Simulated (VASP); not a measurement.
# BeTe (I-4m2) in VASP: G0W0 quasiparticle levels with PBE

Aim: the G0W0 quasiparticle levels of BeTe with PBE.

Program: VASP 6.6.1. These are calculated values, not measurements. Logs are shortened: lines on timing, memory, paths and dates and some standing lists are left out, and cuts for length are marked.

## 1. The cell of the first run

Symmetry: I-4m2, No. 119, tetragonal system. Conventional cell: a = 3.840 Å, b = 3.840 Å, c = 5.822 Å, α = 90.00°, β = 90.00°, γ = 90.00°. Within 3.2 Å of Be (site symmetry -4m2) lie 4 Te at 2.41 Å. Within 3.2 Å of Te (site symmetry -4m2) lie 4 Be at 2.41 Å.

## 2. G0W0 quasiparticle levels, PBE

Input file POSCAR:

```
BeTe
1.0
    0.0000000000      2.7154786823      2.9110173700
    2.7154786823      0.0000000000      2.9110173700
    2.7154786823      2.7154786823      0.0000000000
Be Te
1 1
Direct
    0.0000000000      0.0000000000      0.0000000000
    0.2500000000      0.2500000000      0.2500000000
```

Input file INCAR.step1:

```
  PREC = Accurate
  ENCUT = 500
  EDIFF = 1E-8
  ISMEAR = 0
  SIGMA = 0.01
  LREAL = F
  LASPH = T
  NELM = 60
  ALGO = Normal
  LWAVE = T
  LCHARG = F
  GGA = PE
```

Input file INCAR.step2:

```
  PREC = Accurate
  ENCUT = 500
  EDIFF = 1E-8
  ISMEAR = 0
  SIGMA = 0.01
  LREAL = F
  LASPH = T
  NELM = 1
  ALGO = Exact
  LWAVE = T
  LCHARG = F
  GGA = PE
  NBANDS = 183
  LOPTICS = T
  ISTART = 1
```

Input file INCAR.step3:

```
  PREC = Accurate
  ENCUT = 500
  EDIFF = 1E-8
  ISMEAR = 0
  SIGMA = 0.01
  LREAL = F
  LASPH = T
  ALGO = EVGW0
  LWAVE = F
  LCHARG = F
  GGA = PE
  NELMGW = 1
  NBANDS = 183
  ENCUTGW = 150.0
  NOMEGA = 96
  PRECFOCK = Fast
  ISTART = 1
  NBANDSGW = 12
  OMEGAMAX = 20
```

Input file KPOINTS:

```
regular mesh
0
Gamma
  4 4 4
```

Potentials or basis: VASP PAW PBE potentials, release 64 (Be_GW, Te_GW).

Launch:

```bash
> cat potpaw_PBE.64/Be_GW/POTCAR potpaw_PBE.64/Te_GW/POTCAR > POTCAR
> cp INCAR.step1 INCAR
> mpirun -np 1 vasp_std > vasp.out
> cp INCAR.step2 INCAR
> mpirun -np 1 vasp_std > vasp.out
> cp INCAR.step3 INCAR
> mpirun -np 1 vasp_std > vasp.out
```

OUTCAR:

```text
PREC = Accurate
   ENCUT = 500
   EDIFF = 1E-8
   ISMEAR = 0
   LREAL = F
   LASPH = T
   GGA = PE
   NELMGW = 1
   ENCUTGW = 150.0
   PRECFOCK = Fast
   ISTART = 1

 ion  position               nearest neighbor table
   1  0.000  0.000  0.000-   2 2.41   2 2.41   2 2.41   2 2.41
   2  0.250  0.250  0.250-   1 2.41   1 2.41   1 2.41   1 2.41

  LATTYP: Found a body centered tetragonal cell.
 ALAT       =     3.8402667808
 C/A-ratio  =     1.5160495539

  Lattice vectors:

 A1 = (  -2.7154786823,   0.0000000000,   2.9110173700)
 A2 = (   2.7154786823,   0.0000000000,   2.9110173700)
 A3 = (   0.0000000000,   2.7154786823,  -2.9110173700)

Analysis of symmetry for initial positions (statically):
=====================================================================
 Subroutine PRICEL returns:
 Original cell was already a primitive cell.

 Routine SETGRP: Setting up the symmetry group for a
 body centered tetragonal supercell.

 Subroutine GETGRP returns: Found  8 space group operations
 (whereof  8 operations were pure point group operations)
 out of a pool of 16 trial point group operations.

The static configuration has the point symmetry D_2d.

Analysis of symmetry for dynamics (positions and initial velocities):
=====================================================================
 Subroutine PRICEL returns:
 Original cell was already a primitive cell.

 Routine SETGRP: Setting up the symmetry group for a
 body centered tetragonal supercell.

 Subroutine GETGRP returns: Found  8 space group operations
 (whereof  8 operations were pure point group operations)
 out of a pool of 16 trial point group operations.

The dynamic configuration has the point symmetry D_2d.

 Subroutine INISYM returns: Found  8 space group operations
 (whereof  8 operations are pure point group operations),
 and found     1 'primitive' translations

----------------------------------------------------------------------------------------

                                     Primitive cell

  volume of cell :      42.9307

  direct lattice vectors                    reciprocal lattice vectors
     0.000000000  2.715478682  2.911017370    -0.184129599  0.184129599  0.171761256
     2.715478682  0.000000000  2.911017370     0.184129599 -0.184129599  0.171761256
     2.715478682  2.715478682  0.000000000     0.184129599  0.184129599 -0.171761256

  length of vectors
     3.980935393  3.980935393  3.840266781     0.311944462  0.311944462  0.311944462

  position of ions in fractional coordinates (direct lattice)
     0.000000000  0.000000000  0.000000000
     0.250000000  0.250000000  0.250000000

  ion indices of the primitive-cell ions
   primitive index   ion index
                 1           1
                 2           2

----------------------------------------------------------------------------------------

 KPOINTS: regular mesh

Automatic generation of k-mesh.
 Grid dimensions read from file:
 generate k-points for:    4    4    4

 Generating k-lattice:

  Cartesian coordinates                     Fractional coordinates (reciprocal lattice)
    -0.046032400  0.046032400  0.042940314     0.250000000  0.000000000  0.000000000
     0.046032400 -0.046032400  0.042940314     0.000000000  0.250000000  0.000000000
     0.046032400  0.046032400 -0.042940314     0.000000000  0.000000000  0.250000000

  Length of vectors
     0.077986115  0.077986115  0.077986115

  Shift w.r.t. Gamma in fractional coordinates (k-lattice)
     0.000000000  0.000000000  0.000000000

 Subroutine IBZKPT returns following result:
 ===========================================

 Found     13 irreducible k-points:

 Following reciprocal coordinates:
            Coordinates               Weight
  0.000000  0.000000  0.000000      1.000000
  0.250000  0.000000  0.000000      8.000000
  0.500000  0.000000  0.000000      4.000000
  0.250000  0.250000  0.000000      2.000000
  0.500000  0.250000  0.000000      8.000000
 -0.250000  0.250000  0.000000      4.000000
  0.500000  0.500000  0.000000      1.000000
  0.250000  0.000000  0.250000      4.000000
  0.500000  0.000000  0.250000     16.000000
 -0.250000  0.000000  0.250000      8.000000
 -0.250000  0.500000  0.250000      4.000000
  0.500000  0.000000  0.500000      2.000000
 -0.250000  0.250000  0.500000      2.000000
   k-points           NKPTS =     13   k-points in BZ     NKDIM =     64   number of bands    NBANDS=    183
   number of dos      NEDOS =    301   number of ions     NIONS =      2
   total plane-waves  NPLWV =  25200
   dimension x,y,z NGX =    30 NGY =   30 NGZ =   28
   dimension x,y,z NGXF=    60 NGYF=   60 NGZF=   56
   ions per type =               1   1
   NGX,Y,Z   is equivalent  to a cutoff of  12.53, 12.53, 12.12 a.u.
   NGXF,Y,Z  is equivalent  to a cutoff of  25.06, 25.06, 24.24 a.u.
 SYSTEM =  unknown system
   PREC   = accura    normal or accurate (medium, high low for compatibility)
   ISTART =      1    job   : 0-new  1-cont  2-samecut
   ICHARG =      0    charge: 1-file 2-atom 10-const
   ISPIN  =      1    spin polarized calculation?
   LNONCOLLINEAR =      F non collinear calculations
   LSORBIT =      F    spin-orbit coupling
   LASPH  =      T    aspherical Exc in radial PAW
   ENCUT  =  500.0 eV  36.75 Ry    6.06 a.u.   7.26  7.26  7.00*2*pi/ulx,y,z
   NELM   =     60;   NELMIN=  2; NELMDL=  0     # of ELM steps
   EDIFF  = 0.1E-07   stopping-criterion for ELM
   LREAL  =      F    real-space projection
   EDIFFG = 0.1E-06   stopping-criterion for IOM
   NSW    =      0    number of steps for IOM
   IBRION =     -1    ionic relax: 0-MD 1-quasi-New 2-CG
   NFREE  =      0    steps in history (QN), initial steepest desc. (CG)
   ISIF   =      0    stress and relaxation
   ISYM   =      3    0-nonsym 1-usesym 2-fastsym
   POTIM  = 0.5000    time-step for ionic-motion
   TEBEG  =    0.0;   TEEND  =   0.0 temperature during run
   PSTRESS=    0.0 pullay stress
   NELECT =       8.0000    total number of electrons
   NUPDOWN=      -1.0000    fix difference up-down
   EMIN   =  10.00;   EMAX   =-10.00  energy-range for DOS
   EFERMI =   0.00;   METHOD = LEGACY
   ISMEAR =     0;   SIGMA  =   0.01  broadening in eV -4-tet -1-fermi 0-gaus
   EFERMI_NEDOS =   21; number of points for ismear=-14 and -15
   IALGO  =     38    algorithm
   IMIX   =      4    mixing-type and parameters
     AMIX     =   0.40;   BMIX     =  1.00
     AMIX_MAG =   1.60;   BMIX_MAG =  1.00
  volume/ion in A,a.u.               =      21.47       144.86
  Fermi-wavevector in a.u.,A,eV,Ry     =   0.935080  1.767046 11.896599  0.874375
  Thomas-Fermi vector in A             =   2.061951
   LORBIT       =      0    0 simple, 1 ext, 2 COOP (PROOUT), +10 PAW based schemes
   GGA     = PE    functional components
   LHFCALC =     T    Hartree Fock is set to
   PRECFOCK=fast      Normal, Fast or Accurate (Low or Medium for compatibility)
   ENCUT4O =  -1.0   cutoff for four orbital integrals eV
   NKREDX  =     1    reduce k-point grid by
   NKREDY  =     1    reduce k-point grid by
   NKREDZ  =     1    reduce k-point grid by
   AEXX    =    1.0000 exact exchange contribution
   HFSCREEN=    0.0000 screening length (either q_TF or 0.3 A-1)
   HFSCREENC=   0.0000 screening length for correlation (either q_TF or 0.3 A-1)
   ENCUTFOCK=  -1.0 apply spherical cutoff to Coloumb kernel
   IVDW    =     0    specifies the selected vdW correction
   LEPSILON=     F    determine dielectric tensor
   LRPA    =     F    only Hartree local field effects (RPA)
   LRPAFORCE           =     F    calculate RPA forces
   ENCUTGW             = 150.0    cutoff for response function in eV
   ENCUTGWSOFT         = 120.0    soft cutoff for Coulomb kernel in GW response function in eV
   ENCUTLF             =  -1.0    cutoff for local field effects
   NELMGW              =     1    number of iterations in solving QP/BSE equation
   NELMHF              =     1    number of iterations in the inner HF iteration
   NKREDLFX            =     1    NKREDLFY  =   1   NKREDLFZ  =   1
 non-spin polarized calculation
 Gauss-broadening in eV      SIGMA  =   0.01
  energy-cutoff  :      500.00
  volume of cell :       42.93
 maximum number of plane-waves:      1102
 NGX is ok and might be reduce to    30
  NGX = 16; NGY = 16; NGZ = 16
   NGX = 15   NGY = 15   NGZ = 13
 maximum number of plane-waves:       186

 QP shifts <psi_nk| G(iteration)W_0 |psi_nk>: iteration 1
 for sc-GW calculations column KS-energies equals QP-energies in previous step
 and V_xc(KS)=  KS-energies - (<T + V_ion + V_H > + <T+V_H+V_ion>^1  + <V_x>^1)

 k-point   1 :       0.0000    0.0000    0.0000
  band No.  KS-energies  QP-energies   sigma(KS)   V_xc(KS)     V^pw_x(r,r')   Z            occupation Imag(sigma)

      1      -7.2602      -8.1438     -12.0196     -10.8016     -17.7152       0.7255       2.0000       1.1317
      2       5.0048       4.2511     -12.1302     -11.1694     -13.0861       0.7844       2.0000       0.0233
      3       5.4465       4.6939     -12.1074     -11.1503     -13.0062       0.7864       2.0000       0.0221
      4       5.4465       4.6939     -12.1074     -11.1503     -13.0062       0.7864       2.0000       0.0221
      5       8.8514       9.1246      -9.0850      -9.4384      -4.8490       0.7733       0.0000      -0.0647
      6       8.8514       9.1246      -9.0850      -9.4384      -4.8490       0.7733       0.0000      -0.0647
      7       9.0055       9.2675      -9.1703      -9.5082      -4.9357       0.7754       0.0000      -0.0638
      8       9.3739       9.8088      -9.1824      -9.7417      -4.6501       0.7776       0.0000      -0.0653
      9      13.6874      13.6954      -8.0598      -8.0704      -2.5253       0.7458       0.0000      -0.1813
     10      14.9596      15.1109      -8.9541      -9.1529      -3.8356       0.7607       0.0000      -0.1726
     11      15.6623      15.6720      -7.8231      -7.8358      -2.2260       0.7668       0.0000      -0.3091
     12      16.5887      16.7439      -9.2076      -9.4133      -3.7582       0.7543       0.0000      -0.2798

 k-point   2 :       0.2500    0.0000    0.0000
  band No.  KS-energies  QP-energies   sigma(KS)   V_xc(KS)     V^pw_x(r,r')   Z            occupation Imag(sigma)
[... 177 lines left out ...]
      1      -5.1433      -5.7800     -12.4653     -11.5776     -17.3855       0.7173       2.0000       0.7432
      2       0.5913      -0.3381     -11.4803     -10.2004     -14.1622       0.7261       2.0000       0.1019
      3       1.3667       0.4798     -11.1054      -9.9226     -13.2197       0.7498       2.0000       0.0662
      4       1.9446       1.1053     -11.0138      -9.9066     -12.7779       0.7580       2.0000       0.0484
      5      10.1094      10.1140      -8.6740      -8.6798      -4.4163       0.7828       0.0000      -0.0729
      6      10.3745      10.5176      -8.5591      -8.7443      -3.9975       0.7727       0.0000      -0.0782
      7      10.3868      10.7308      -8.8167      -9.2701      -3.8819       0.7586       0.0000      -0.0894
      8      11.0483      11.2859      -9.5319      -9.8463      -4.6625       0.7558       0.0000      -0.1020
      9      17.2810      17.5620      -9.5264      -9.9138      -3.1045       0.7255       0.0000      -0.4467
     10      18.1755      18.3373      -9.8527     -10.0727      -3.4293       0.7354       0.0000      -0.5407
     11      19.2264      19.4813      -9.0354      -9.3772      -2.6390       0.7460       0.0000      -0.5675
     12      20.2576      20.5254      -9.4097      -9.7578      -3.0024       0.7694       0.0000      -0.7096
```

Wall time 3.2 min (1 thread of AMD EPYC 9R45 (Zen 5), shared host); peak memory 0.51 GiB.

What came out:

| Quantity | Value |
| --- | --- |
| Quasiparticle gap | 2.36 eV |
| Least direct quasiparticle gap | 4.43 eV |
| Band gap of the starting levels on the mesh | 1.56 eV |
| Least direct gap of the starting levels on the mesh | 3.40 eV |

Caveat: the k points lie up to 0.49 Å⁻¹ apart; bands, screening cutoff and mesh are small and nothing is extrapolated, so the quasiparticle values aren't converged; spin-orbit coupling is left out, which moves the levels of the heavy elements.
